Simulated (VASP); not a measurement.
# Cd (Im-3m) in VASP: notebook

Cd is run at these levels: PBEsol; tasks: single point.

Program: VASP 6.6.1. These are calculated values, not measurements. Logs are shortened: lines on timing, memory, paths and dates and some standing lists are left out, and cuts for length are marked.

## 1. The cell of the first run

Symmetry: Im-3m, No. 229, cubic system. Conventional cell: a = 2.679 Å, b = 2.679 Å, c = 2.679 Å, α = 90.00°, β = 90.00°, γ = 90.00°. Within 3.1 Å of Cd (site symmetry m-3m) lie 14 Cd at 2.32 to 2.68 Å.

## 2. Single point, PBEsol (volume scaled by 0.45)

Input file INCAR:

```
SYSTEM = Cd
PREC = Accurate
ENCUT = 520
EDIFF = 1E-7
ISMEAR = -1
SIGMA = 0.1
LREAL = .False.
LASPH = .True.
NELM = 80
ALGO = Normal
ISIF = 2
LWAVE = .False.
LCHARG = .True.
GGA = PS
LELF = .True.
LVHAR = .True.
NBANDS = 12
```

Input file KPOINTS:

```
regular mesh
0
Gamma
  15 15 15
  0 0 0
```

Input file POSCAR:

```
Cd
1.0
   -1.3395444731      1.3395444731      1.3395444731
    1.3395444731     -1.3395444731      1.3395444731
    1.3395444731      1.3395444731     -1.3395444731
Cd
1
Direct
    0.0000000000      0.0000000000      0.0000000000
```

Potentials or basis: VASP PAW PBE potentials, release 64 (Cd).

Run with:

```sh
$ cat potpaw_PBE.64/Cd/POTCAR > POTCAR
$ mpirun -np 1 vasp_std > vasp.out
```

OUTCAR:

```text
SYSTEM = Cd
   PREC = Accurate
   ENCUT = 520
   EDIFF = 1E-7
   ISMEAR = -1
   LREAL = .False.
   LASPH = .True.
   NELM = 80
   ISIF = 2
   GGA = PS

 ion  position               nearest neighbor table
   1  0.000  0.000  0.000-

  LATTYP: Found a body centered cubic cell.
 ALAT       =     2.6790889462

  Lattice vectors:

 A1 = (  -1.3395444731,   1.3395444731,   1.3395444731)
 A2 = (   1.3395444731,  -1.3395444731,   1.3395444731)
 A3 = (   1.3395444731,   1.3395444731,  -1.3395444731)

Analysis of symmetry for initial positions (statically):
=====================================================================
 Subroutine PRICEL returns:
 Original cell was already a primitive cell.

 Routine SETGRP: Setting up the symmetry group for a
 body centered cubic supercell.

 Subroutine GETGRP returns: Found 48 space group operations
 (whereof 48 operations were pure point group operations)
 out of a pool of 48 trial point group operations.

The static configuration has the point symmetry O_h .

Analysis of symmetry for dynamics (positions and initial velocities):
=====================================================================
 Subroutine PRICEL returns:
 Original cell was already a primitive cell.

 Routine SETGRP: Setting up the symmetry group for a
 body centered cubic supercell.

 Subroutine GETGRP returns: Found 48 space group operations
 (whereof 48 operations were pure point group operations)
 out of a pool of 48 trial point group operations.

The dynamic configuration has the point symmetry O_h .

 Subroutine INISYM returns: Found 48 space group operations
 (whereof 48 operations are pure point group operations),
 and found     1 'primitive' translations

----------------------------------------------------------------------------------------

                                     Primitive cell

  volume of cell :       9.6146

  direct lattice vectors                    reciprocal lattice vectors
    -1.339544473  1.339544473  1.339544473     0.000000000  0.373261217  0.373261217
     1.339544473 -1.339544473  1.339544473     0.373261217  0.000000000  0.373261217
     1.339544473  1.339544473 -1.339544473     0.373261217  0.373261217  0.000000000

  length of vectors
     2.320159086  2.320159086  2.320159086     0.527871075  0.527871075  0.527871075

[... 76 lines left out ...]
   ENCUT  =  520.0 eV  38.22 Ry    6.18 a.u.   4.31  4.31  4.31*2*pi/ulx,y,z
   NELM   =     80;   NELMIN=  2; NELMDL= -5     # of ELM steps
   EDIFF  = 0.1E-06   stopping-criterion for ELM
   LREAL  =      F    real-space projection
   EDIFFG = 0.1E-05   stopping-criterion for IOM
   NSW    =      0    number of steps for IOM
   IBRION =     -1    ionic relax: 0-MD 1-quasi-New 2-CG
   NFREE  =      0    steps in history (QN), initial steepest desc. (CG)
   ISIF   =      2    stress and relaxation
   ISYM   =      2    0-nonsym 1-usesym 2-fastsym
   POTIM  = 0.5000    time-step for ionic-motion
   TEBEG  =    0.0;   TEEND  =   0.0 temperature during run
   PSTRESS=    0.0 pullay stress
   NELECT =      12.0000    total number of electrons
   NUPDOWN=      -1.0000    fix difference up-down
   EMIN   =  10.00;   EMAX   =-10.00  energy-range for DOS
   EFERMI =   0.00;   METHOD = LEGACY
   ISMEAR =    -1;   SIGMA  =   0.10  broadening in eV -4-tet -1-fermi 0-gaus
   EFERMI_NEDOS =   21; number of points for ismear=-14 and -15
   IALGO  =     38    algorithm
   IMIX   =      4    mixing-type and parameters
     AMIX     =   0.40;   BMIX     =  1.00
     AMIX_MAG =   1.60;   BMIX_MAG =  1.00
  volume/ion in A,a.u.               =       9.61        64.88
  Fermi-wavevector in a.u.,A,eV,Ry     =   1.762618  3.330864 42.270865  3.106821
  Thomas-Fermi vector in A             =   2.830955
   LORBIT       =      0    0 simple, 1 ext, 2 COOP (PROOUT), +10 PAW based schemes
   GGA     = PS    functional components
   LHFCALC =     F    Hartree Fock is set to
   AEXX    =    0.0000 exact exchange contribution
   IVDW    =     0    specifies the selected vdW correction
   LEPSILON=     F    determine dielectric tensor
   LRPA    =     F    only Hartree local field effects (RPA)
 non-spin polarized calculation
  energy-cutoff  :      520.00
  volume of cell :        9.61
 maximum number of plane-waves:       267
 NGX is ok and might be reduce to    18
   NGX =  9   NGY =  9   NGZ =  9

 number of electron      12.0000007 magnetization

 Free energy of the ion-electron system (eV)
  ---------------------------------------------------
  ext. energy  EPLUGINS =         0.00000000
  ---------------------------------------------------
  free energy    TOTEN  =         5.41940291 eV

  energy without entropy =        5.42735998  energy(sigma->0) =        5.42338144

 E-fermi :  15.1992     XC(G=0): -16.2397

 val. band max:       15.0464656342   @ k =  -0.4667   0.4667   0.4000
 cond. band min:      15.2545110799   @ k =   0.4667   0.0667   0.0000
 fundamental gap:      0.2080454457
 Fermi energy:        15.1991562459

 k-point     1 :       0.0000    0.0000    0.0000
  band No.  band energies     occupation
      1      -5.3346      2.00000
      2      -1.8411      2.00000
      3      -1.8411      2.00000
      4      -1.8411      2.00000
      5       1.0387      2.00000
      6       1.0387      2.00000
      7      30.7895      0.00000
      8      30.7895      0.00000
      9      30.7895      0.00000
     10      40.4023      0.00000
     11      40.4023      0.00000
     12      44.8822      0.00000
[... 331 lines left out ...]
 k-point    24 :       0.4000    0.2000    0.0000
  band No.  band energies     occupation
      1      -3.9100      2.00000
      2      -3.0012      2.00000
      3      -0.3615      2.00000
      4       0.9519      2.00000
      5       1.9699      2.00000
      6      10.3085      2.00000
      7      15.2915      0.56862
      8      20.9347      0.00000
      9      27.7974      0.00000
     10      36.1275      0.00000
     11      39.3343      0.00000
     12      45.5736      0.00000

 [... further k-points ...]
[... 5 lines left out ...]
  --------------------------------------------------------------------------------------
  -------------------------------------------------------------------------------------
  Total       24.9487015     24.9487015     24.9487015     -0.0000000     -0.0000000     -0.0000000
  in kB     4157.4508802   4157.4508802   4157.4508802     -0.0000000     -0.0000000     -0.0000000
  external PRESSURE =    4157.4508802 kB  Pullay stress =       0.0000000 kB

 VOLUME and BASIS-vectors are now :
 -----------------------------------------------------------------------------
  energy-cutoff  :      520.00
  volume of cell :        9.61
      direct lattice vectors                 reciprocal lattice vectors
    -1.339544473  1.339544473  1.339544473     0.000000000  0.373261217  0.373261217
     1.339544473 -1.339544473  1.339544473     0.373261217  0.000000000  0.373261217
     1.339544473  1.339544473 -1.339544473     0.373261217  0.373261217  0.000000000

 POSITION                                       TOTAL-FORCE (eV/Angst)
 -----------------------------------------------------------------------------------
      0.00000      0.00000      0.00000         0.000000     -0.000000     -0.000000
 -----------------------------------------------------------------------------------
    total drift:                                0.000000      0.000000      0.000000

  FREE ENERGIE OF THE ION-ELECTRON SYSTEM (eV)
  ---------------------------------------------------
  free  energy   TOTEN  =         5.4194029083 eV

  energy  without entropy=        5.4273599815  energy(sigma->0) =        5.42338144
```

stdout:

```text
POSCAR found type information on POSCAR Cd
 POSCAR found :  1 types and       1 ions
 scaLAPACK will be used
 -----------------------------------------------------------------------------
|                                                                             |
|                                                                             |
|     You enforced a specific xc type in the INCAR file but a different       |
|     I HOPE YOU KNOW WHAT YOU ARE DOING!                                     |
|                                                                             |
 -----------------------------------------------------------------------------

 LDA part: xc-table for (Slater+PW92), standard interpolation
 POSCAR, INCAR and KPOINTS ok, starting setup
 FFT: planning ... GRIDC
 FFT: planning ... GRID_SOFT
 FFT: planning ... GRID
 WAVECAR not read
 entering main loop
```

Run time: 9.1 s. Hardware: 1 thread of Intel Xeon 6975P-C, shared host; peak memory 0.13 GiB.

What came out:

```yaml
Free_energy: 5.4194 eV
Pressure: 415.7 GPa
Band_gap_on_the_k_mesh: zero (band 6 reaches 16.77 eV, above the bottom of band 7 at 14.44 eV)
```

Caveat: the PAW data sets were made with another functional, which shifts forces and pressure a little.

## 3. Single point, PBEsol (volume scaled by 0.52)

Input file INCAR:

```
SYSTEM = Cd
PREC = Accurate
ENCUT = 520
EDIFF = 1E-7
ISMEAR = -1
SIGMA = 0.1
LREAL = .FALSE.
LASPH = .TRUE.
NELM = 80
ALGO = Normal
ISIF = 2
LWAVE = .FALSE.
LCHARG = .FALSE.
GGA = PS
NBANDS = 12
```

Input file KPOINTS:

```
regular mesh
0
G
  15 15 15
  0 0 0
```

Input file POSCAR:

```
Cd
1.0
   -1.4056830675      1.4056830675      1.4056830675
    1.4056830675     -1.4056830675      1.4056830675
    1.4056830675      1.4056830675     -1.4056830675
Cd
1
Direct
    0.0000000000      0.0000000000      0.0000000000
```

Potentials or basis: VASP PAW PBE potentials, release 64 (Cd).

Run with:

```sh
$ cat potpaw_PBE.64/Cd/POTCAR > POTCAR
$ mpirun -np 1 vasp_std > vasp.out
```

OUTCAR:

```text
SYSTEM = Cd
   PREC = Accurate
   ENCUT = 520
   EDIFF = 1E-7
   ISMEAR = -1
   LREAL = .FALSE.
   LASPH = .TRUE.
   NELM = 80
   ISIF = 2
   GGA = PS

 ion  position               nearest neighbor table
   1  0.000  0.000  0.000-

  LATTYP: Found a body centered cubic cell.
 ALAT       =     2.8113661350

  Lattice vectors:

 A1 = (  -1.4056830675,   1.4056830675,   1.4056830675)
 A2 = (   1.4056830675,  -1.4056830675,   1.4056830675)
 A3 = (   1.4056830675,   1.4056830675,  -1.4056830675)

Analysis of symmetry for initial positions (statically):
=====================================================================
 Subroutine PRICEL returns:
 Original cell was already a primitive cell.

 Routine SETGRP: Setting up the symmetry group for a
 body centered cubic supercell.

 Subroutine GETGRP returns: Found 48 space group operations
 (whereof 48 operations were pure point group operations)
 out of a pool of 48 trial point group operations.

The static configuration has the point symmetry O_h .

Analysis of symmetry for dynamics (positions and initial velocities):
=====================================================================
 Subroutine PRICEL returns:
 Original cell was already a primitive cell.

 Routine SETGRP: Setting up the symmetry group for a
 body centered cubic supercell.

 Subroutine GETGRP returns: Found 48 space group operations
 (whereof 48 operations were pure point group operations)
 out of a pool of 48 trial point group operations.

The dynamic configuration has the point symmetry O_h .

 Subroutine INISYM returns: Found 48 space group operations
 (whereof 48 operations are pure point group operations),
 and found     1 'primitive' translations

----------------------------------------------------------------------------------------

[... 109 lines left out ...]
     AMIX     =   0.40;   BMIX     =  1.00
     AMIX_MAG =   1.60;   BMIX_MAG =  1.00
  volume/ion in A,a.u.               =      11.11        74.98
  Fermi-wavevector in a.u.,A,eV,Ry     =   1.679685  3.174144 38.386683  2.821342
  Thomas-Fermi vector in A             =   2.763553
   LORBIT       =      0    0 simple, 1 ext, 2 COOP (PROOUT), +10 PAW based schemes
   GGA     = PS    functional components
   LHFCALC =     F    Hartree Fock is set to
   AEXX    =    0.0000 exact exchange contribution
   IVDW    =     0    specifies the selected vdW correction
   LEPSILON=     F    determine dielectric tensor
   LRPA    =     F    only Hartree local field effects (RPA)
 non-spin polarized calculation
  energy-cutoff  :      520.00
  volume of cell :       11.11
 maximum number of plane-waves:       321
 NGX is ok and might be reduce to    18
   NGX =  9   NGY =  9   NGZ =  9

 number of electron      12.0000008 magnetization

 Free energy of the ion-electron system (eV)
  ---------------------------------------------------
  ext. energy  EPLUGINS =         0.00000000
  ---------------------------------------------------
  free energy    TOTEN  =         2.50661441 eV

  energy without entropy =        2.51386233  energy(sigma->0) =        2.51023837

 E-fermi :  11.8935     XC(G=0): -15.2401

 val. band max:       11.8857784732   @ k =   0.4000   0.1333   0.0667
 cond. band min:      11.9593148844   @ k =   0.4000   0.2000  -0.0000
 fundamental gap:      0.0735364112
 Fermi energy:        11.8935472238

 k-point     1 :       0.0000    0.0000    0.0000
  band No.  band energies     occupation
      1      -5.7344      2.00000
      2      -2.8427      2.00000
      3      -2.8427      2.00000
      4      -2.8427      2.00000
      5      -0.5689      2.00000
      6      -0.5689      2.00000
      7      28.1310      0.00000
      8      28.1310      0.00000
      9      28.1310      0.00000
     10      36.1822      0.00000
     11      36.1822      0.00000
     12      39.2627      0.00000
[... 331 lines left out ...]
 k-point    24 :       0.4000    0.2000   -0.0000
  band No.  band energies     occupation
      1      -4.4269      2.00000
      2      -3.7099      2.00000
      3      -1.5978      2.00000
      4      -0.6536      2.00000
      5       0.1355      2.00000
      6       7.9254      2.00000
      7      11.9593      0.68252
      8      17.6563      0.00000
      9      24.1763      0.00000
     10      32.0467      0.00000
     11      35.4411      0.00000
     12      40.4295      0.00000

 [... further k-points ...]
[... 5 lines left out ...]
  --------------------------------------------------------------------------------------
  -------------------------------------------------------------------------------------
  Total       15.8553256     15.8553256     15.8553256      0.0000000      0.0000000     -0.0000000
  in kB     2286.4595087   2286.4595087   2286.4595087      0.0000000      0.0000000     -0.0000000
  external PRESSURE =    2286.4595087 kB  Pullay stress =       0.0000000 kB

 VOLUME and BASIS-vectors are now :
 -----------------------------------------------------------------------------
  energy-cutoff  :      520.00
  volume of cell :       11.11
      direct lattice vectors                 reciprocal lattice vectors
    -1.405683068  1.405683068  1.405683068     0.000000000  0.355698956  0.355698956
     1.405683068 -1.405683068  1.405683068     0.355698956  0.000000000  0.355698956
     1.405683068  1.405683068 -1.405683068     0.355698956  0.355698956  0.000000000

 POSITION                                       TOTAL-FORCE (eV/Angst)
 -----------------------------------------------------------------------------------
      0.00000      0.00000      0.00000        -0.000000      0.000000      0.000000
 -----------------------------------------------------------------------------------
    total drift:                                0.000000      0.000000      0.000000

  FREE ENERGIE OF THE ION-ELECTRON SYSTEM (eV)
  ---------------------------------------------------
  free  energy   TOTEN  =         2.5066144083 eV

  energy  without entropy=        2.5138623324  energy(sigma->0) =        2.51023837
```

stdout:

```text
POSCAR found type information on POSCAR Cd
 POSCAR found :  1 types and       1 ions
 scaLAPACK will be used
 -----------------------------------------------------------------------------
|                                                                             |
|                                                                             |
|     You enforced a specific xc type in the INCAR file but a different       |
|     I HOPE YOU KNOW WHAT YOU ARE DOING!                                     |
|                                                                             |
 -----------------------------------------------------------------------------

 LDA part: xc-table for (Slater+PW92), standard interpolation
 POSCAR, INCAR and KPOINTS ok, starting setup
 FFT: planning ... GRIDC
 FFT: planning ... GRID_SOFT
 FFT: planning ... GRID
 WAVECAR not read
 entering main loop
```

It took 9.1 s on 1 thread of Intel Xeon 6975P-C, shared host; peak memory 0.13 GiB.

Results:

| Quantity | Value |
| --- | --- |
| Free energy | 2.5066 eV |
| Pressure | 228.6 GPa |
| Band gap on the k mesh | zero (band 6 reaches 14.00 eV, above the bottom of band 7 at 11.56 eV) |

Caveat: the PAW data sets were made with another functional, which shifts forces and pressure a little.

[end of part 1 of 2]
